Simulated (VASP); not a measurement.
# InSb3 (Fm-3m) in VASP: notebook, part 2 of 2

VASP 6.6.1. Earlier steps stand in the parts before.

## 4. Single point, LDA

This run uses another cell than the first one, of 26.77 Å³/atom.

The input, INCAR:

```
PREC = Accurate
ENCUT = 520
EDIFF = 1E-7
ISMEAR = -1
SIGMA = 0.05
LREAL = False
LASPH = True
NELM = 60
ALGO = Normal
ISIF = 2
LWAVE = False
LCHARG = False
NBANDS = 22
```

The input, KPOINTS:

```
regular mesh
0
Gamma
  6 6 6
```

The input, POSCAR:

```
InSb3
1.0
    0.0000000000      3.7690874206      3.7690874206
    3.7690874206      0.0000000000      3.7690874206
    3.7690874206      3.7690874206      0.0000000000
Sb In
3 1
Direct
    0.5000000000      0.5000000000      0.5000000000
    0.7500000000      0.7500000000      0.7500000000
    0.2500000000      0.2500000000      0.2500000000
    0.0000000000      0.0000000000      0.0000000000
```

Potentials or basis: VASP PAW LDA potentials, release 64 (Sb, In_d).

Command:

```bash
cat potpaw_LDA.64/Sb/POTCAR potpaw_LDA.64/In_d/POTCAR > POTCAR
mpirun -np 1 vasp_std > vasp.out
```

It took 66 s on 1 thread of Intel Xeon 8259CL, shared host; peak memory 0.21 GiB.

The run converged. Its results:

- Free energy: -16.9929 eV
- Pressure: -3.3 GPa
- Band gap on the k mesh: zero (bands 14 and 15 overlap by 3.50 eV)

Levels at points of the mesh, in eV from the Fermi level:
| k point | band 11 | band 12 | band 13 | band 14 | band 15 | band 16 | band 17 | band 18 |
| --- | --- | --- | --- | --- | --- | --- | --- | --- |
| (0.00, 0.00, 0.00) | -2.60 | -2.53 | -2.53 | -2.53 | -2.53 | -0.85 | -0.85 | -0.85 |
| (0.50, 0.00, 0.00) | -3.57 | -2.76 | -2.76 | -0.35 | -0.23 | 1.84 | 1.84 | 2.94 |
| (0.50, 0.50, 0.00) | -5.25 | 0.25 | 0.82 | 0.82 | 1.15 | 1.64 | 1.69 | 1.69 |

Caveat: the cell stands under tension; spin-orbit coupling is left out, which moves the levels of the heavy elements.

## 5. Single point, PBE

This run uses another cell than the first one, of 26.77 Å³/atom.

The input, INCAR:

```
SYSTEM = InSb3
PREC = Accurate
ENCUT = 520
EDIFF = 1E-7
ISMEAR = -1
SIGMA = 0.05
LREAL = .False.
LASPH = .True.
NELM = 80
ALGO = Normal
ISIF = 2
LWAVE = .False.
LCHARG = .False.
GGA = PE
NBANDS = 22
```

The input, KPOINTS:

```
regular mesh
0
Gamma
  6 6 6
  0 0 0
```

POSCAR is that of step 4.

Potentials or basis: VASP PAW PBE potentials, release 64 (Sb, In_d).

Command:

```bash
cat potpaw_PBE.64/Sb/POTCAR potpaw_PBE.64/In_d/POTCAR > POTCAR
mpirun -np 1 vasp_std > vasp.out
```

OUTCAR:

```text
SYSTEM = InSb3
   PREC = Accurate
   ENCUT = 520
   EDIFF = 1E-7
   ISMEAR = -1
   LREAL = .False.
   LASPH = .True.
   NELM = 80
   ISIF = 2
   GGA = PE

 ion  position               nearest neighbor table
   1  0.500  0.500  0.500-   3 3.26   3 3.26   3 3.26   2 3.26   3 3.26   2 3.26   2 3.26   2 3.26
                             4 3.77   4 3.77   4 3.77   4 3.77   4 3.77   4 3.77
   2  0.750  0.750  0.750-   1 3.26   1 3.26   1 3.26   1 3.26   4 3.26   4 3.26   4 3.26   4 3.26
                             3 3.77   3 3.77   3 3.77   3 3.77   3 3.77   3 3.77
   3  0.250  0.250  0.250-   4 3.26   4 3.26   4 3.26   1 3.26   4 3.26   1 3.26   1 3.26   1 3.26
                             2 3.77   2 3.77   2 3.77   2 3.77   2 3.77   2 3.77
   4  0.000  0.000  0.000-   2 3.26   2 3.26   2 3.26   2 3.26   3 3.26   3 3.26   3 3.26   3 3.26
                             1 3.77   1 3.77   1 3.77   1 3.77   1 3.77   1 3.77

  LATTYP: Found a face centered cubic cell.
 ALAT       =     7.5381748412

  Lattice vectors:

 A1 = (   0.0000000000,   3.7690874206,   3.7690874206)
 A2 = (   3.7690874206,   0.0000000000,   3.7690874206)
 A3 = (   3.7690874206,   3.7690874206,   0.0000000000)

Analysis of symmetry for initial positions (statically):
=====================================================================
 Subroutine PRICEL returns:
 Original cell was already a primitive cell.

 Routine SETGRP: Setting up the symmetry group for a
 face centered cubic supercell.

 Subroutine GETGRP returns: Found 48 space group operations
 (whereof 48 operations were pure point group operations)
 out of a pool of 48 trial point group operations.

The static configuration has the point symmetry O_h .

Analysis of symmetry for dynamics (positions and initial velocities):
=====================================================================
 Subroutine PRICEL returns:
 Original cell was already a primitive cell.

 Routine SETGRP: Setting up the symmetry group for a
 face centered cubic supercell.

 Subroutine GETGRP returns: Found 48 space group operations
 (whereof 48 operations were pure point group operations)
 out of a pool of 48 trial point group operations.

The dynamic configuration has the point symmetry O_h .

 Subroutine INISYM returns: Found 48 space group operations
 (whereof 48 operations are pure point group operations),
 and found     1 'primitive' translations

----------------------------------------------------------------------------------------

                                     Primitive cell

  volume of cell :     107.0875

  direct lattice vectors                    reciprocal lattice vectors
     0.000000000  3.769087421  3.769087421    -0.132658106  0.132658106  0.132658106
     3.769087421  0.000000000  3.769087421     0.132658106 -0.132658106  0.132658106
     3.769087421  3.769087421  0.000000000     0.132658106  0.132658106 -0.132658106

  length of vectors
     5.330294548  5.330294548  5.330294548     0.229770580  0.229770580  0.229770580

  position of ions in fractional coordinates (direct lattice)
     0.500000000  0.500000000  0.500000000
     0.750000000  0.750000000  0.750000000
     0.250000000  0.250000000  0.250000000
     0.000000000  0.000000000  0.000000000

  ion indices of the primitive-cell ions
   primitive index   ion index
                 1           1
                 2           2
[... 26 lines left out ...]

 Found     16 irreducible k-points:

 Following reciprocal coordinates:
            Coordinates               Weight
  0.000000  0.000000  0.000000      1.000000
  0.166667  0.000000  0.000000      8.000000
  0.333333  0.000000  0.000000      8.000000
  0.500000  0.000000  0.000000      4.000000
  0.166667  0.166667  0.000000      6.000000
  0.333333  0.166667  0.000000     24.000000
[... 8 lines left out ...]
 -0.333333  0.333333  0.166667     24.000000
 -0.333333  0.500000  0.166667     12.000000
   k-points           NKPTS =     16   k-points in BZ     NKDIM =     16   number of bands    NBANDS=     22
   number of dos      NEDOS =    301   number of ions     NIONS =      4
   total plane-waves  NPLWV =  64000
   dimension x,y,z NGX =    40 NGY =   40 NGZ =   40
   dimension x,y,z NGXF=    80 NGYF=   80 NGZF=   80
   ions per type =               3   1
   NGX,Y,Z   is equivalent  to a cutoff of  12.48, 12.48, 12.48 a.u.
   NGXF,Y,Z  is equivalent  to a cutoff of  24.95, 24.95, 24.95 a.u.
 SYSTEM =  InSb3
   PREC   = accura    normal or accurate (medium, high low for compatibility)
   ISTART =      0    job   : 0-new  1-cont  2-samecut
   ICHARG =      2    charge: 1-file 2-atom 10-const
   ISPIN  =      1    spin polarized calculation?
   LNONCOLLINEAR =      F non collinear calculations
   LSORBIT =      F    spin-orbit coupling
   LASPH  =      T    aspherical Exc in radial PAW
   ENCUT  =  520.0 eV  38.22 Ry    6.18 a.u.   9.91  9.91  9.91*2*pi/ulx,y,z
   NELM   =     80;   NELMIN=  2; NELMDL= -5     # of ELM steps
   EDIFF  = 0.1E-06   stopping-criterion for ELM
   LREAL  =      F    real-space projection
   EDIFFG = 0.1E-05   stopping-criterion for IOM
   NSW    =      0    number of steps for IOM
   IBRION =     -1    ionic relax: 0-MD 1-quasi-New 2-CG
   NFREE  =      0    steps in history (QN), initial steepest desc. (CG)
   ISIF   =      2    stress and relaxation
   ISYM   =      2    0-nonsym 1-usesym 2-fastsym
   POTIM  = 0.5000    time-step for ionic-motion
   TEBEG  =    0.0;   TEEND  =   0.0 temperature during run
   PSTRESS=    0.0 pullay stress
   NELECT =      28.0000    total number of electrons
   NUPDOWN=      -1.0000    fix difference up-down
   EMIN   =  10.00;   EMAX   =-10.00  energy-range for DOS
   EFERMI =   0.00;   METHOD = LEGACY
   ISMEAR =    -1;   SIGMA  =   0.05  broadening in eV -4-tet -1-fermi 0-gaus
   EFERMI_NEDOS =   21; number of points for ismear=-14 and -15
   IALGO  =     38    algorithm
   IMIX   =      4    mixing-type and parameters
     AMIX     =   0.40;   BMIX     =  1.00
     AMIX_MAG =   1.60;   BMIX_MAG =  1.00
  volume/ion in A,a.u.               =      26.77       180.67
  Fermi-wavevector in a.u.,A,eV,Ry     =   1.046842  1.978245 14.910339  1.095879
  Thomas-Fermi vector in A             =   2.181698
   LORBIT       =      0    0 simple, 1 ext, 2 COOP (PROOUT), +10 PAW based schemes
   GGA     = PE    functional components
   LHFCALC =     F    Hartree Fock is set to
   AEXX    =    0.0000 exact exchange contribution
   IVDW    =     0    specifies the selected vdW correction
   LEPSILON=     F    determine dielectric tensor
   LRPA    =     F    only Hartree local field effects (RPA)
 non-spin polarized calculation
  energy-cutoff  :      520.00
  volume of cell :      107.09
 maximum number of plane-waves:      2899
   NGX = 19   NGY = 19   NGZ = 19

 number of electron      27.9999992 magnetization

 Free energy of the ion-electron system (eV)
  ---------------------------------------------------
  ext. energy  EPLUGINS =         0.00000000
  ---------------------------------------------------
  free energy    TOTEN  =       -14.24310369 eV

  energy without entropy =      -14.21332391  energy(sigma->0) =      -14.22821380

 E-fermi :   8.3594     XC(G=0): -10.2275

 val. band max:        8.2263596156   @ k =   0.5000   0.3333   0.0000
 cond. band min:       8.3910517765   @ k =   0.3333   0.1667   0.0000
 fundamental gap:      0.1646921609
 Fermi energy:         8.3593712374

 k-point     1 :       0.0000    0.0000    0.0000
  band No.  band energies     occupation
      1      -6.3849      2.00000
      2      -6.3849      2.00000
      3      -6.3849      2.00000
      4      -6.3524      2.00000
      5      -6.3524      2.00000
      6      -4.1430      2.00000
[... 389 lines left out ...]
     21      12.6710      0.00000
     22      15.0441      0.00000

------------------------ aborting loop because EDIFF is reached ----------------------------------------

  FORCE on cell =-STRESS in cart. coord.  units (eV):
  Direction    XX          YY          ZZ          XY          YZ          ZX
  --------------------------------------------------------------------------------------
  -------------------------------------------------------------------------------------
  Total        0.5268842      0.5268842      0.5268842      0.0000000     -0.0000000      0.0000000
  in kB        7.8829197      7.8829197      7.8829197      0.0000000     -0.0000000      0.0000000
  external PRESSURE =       7.8829197 kB  Pullay stress =       0.0000000 kB

 VOLUME and BASIS-vectors are now :
 -----------------------------------------------------------------------------
  energy-cutoff  :      520.00
  volume of cell :      107.09
      direct lattice vectors                 reciprocal lattice vectors
     0.000000000  3.769087421  3.769087421    -0.132658106  0.132658106  0.132658106
     3.769087421  0.000000000  3.769087421     0.132658106 -0.132658106  0.132658106
     3.769087421  3.769087421  0.000000000     0.132658106  0.132658106 -0.132658106

 POSITION                                       TOTAL-FORCE (eV/Angst)
 -----------------------------------------------------------------------------------
      3.76909      3.76909      3.76909         0.000000     -0.000000      0.000000
      5.65363      5.65363      5.65363        -0.000000      0.000000      0.000000
      1.88454      1.88454      1.88454        -0.000000     -0.000000     -0.000000
      0.00000      0.00000      0.00000         0.000000     -0.000000      0.000000
 -----------------------------------------------------------------------------------
    total drift:                               -0.000000      0.000000      0.000000

  FREE ENERGIE OF THE ION-ELECTRON SYSTEM (eV)
  ---------------------------------------------------
  free  energy   TOTEN  =       -14.2431036903 eV

  energy  without entropy=      -14.2133239054  energy(sigma->0) =      -14.22821380
```

Run time: 86 s. Hardware: 1 thread of Intel Xeon 8259CL, shared host; peak memory 0.25 GiB.

What came out:

```yaml
Free_energy: -14.2431 eV
Pressure: 0.8 GPa
Band_gap_on_the_k_mesh: zero (bands 14 and 15 overlap by 3.38 eV)
```

Levels at points of the mesh, in eV from the Fermi level:
```
           k point  band 11  band 12  band 13  band 14  band 15  band 16  band 17  band 18
(0.00, 0.00, 0.00)    -2.65    -2.56    -2.56    -2.56    -2.41    -0.86    -0.86    -0.86
(0.50, 0.00, 0.00)    -3.62    -2.80    -2.80    -0.33    -0.19     1.84     1.84     2.93
(0.50, 0.50, 0.00)    -5.29     0.28     0.81     0.81     1.20     1.66     1.71     1.71
```

Caveat: spin-orbit coupling is left out, which moves the levels of the heavy elements.

## 6. Overview

```csv
level,potentials or basis,cell,gap on the mesh (eV),pressure (GPa)
LDA,"VASP PAW LDA potentials, release 64 (Sb, In_d)","a = 5.294 Å, angles 60.0°, 4 atoms",none,-2.3
PBE,"VASP PAW PBE potentials, release 64 (Sb, In_d)","a = 5.294 Å, angles 60.0°, 4 atoms",none,2.0
LDA,"VASP PAW LDA potentials, release 64 (Sb, In_d)","a = 5.330 Å, angles 60.0°, 4 atoms",none,-3.3
PBE,"VASP PAW PBE potentials, release 64 (Sb, In_d)","a = 5.330 Å, angles 60.0°, 4 atoms",none,0.8
```

Alike in all rows: task single point; no spin polarisation; k mesh 6 × 6 × 6; cutoff (eV) 520; smearing fermi-dirac 0.05 eV.

Caveats: spin-orbit coupling is left out, which moves the levels of the heavy elements; the cell stands under tension (at least some runs).

Total energies depend on the potentials used, so only differences within one code and one set of settings carry meaning.

The gap in the log of VASP goes by the Fermi energy; the results here count the filled bands.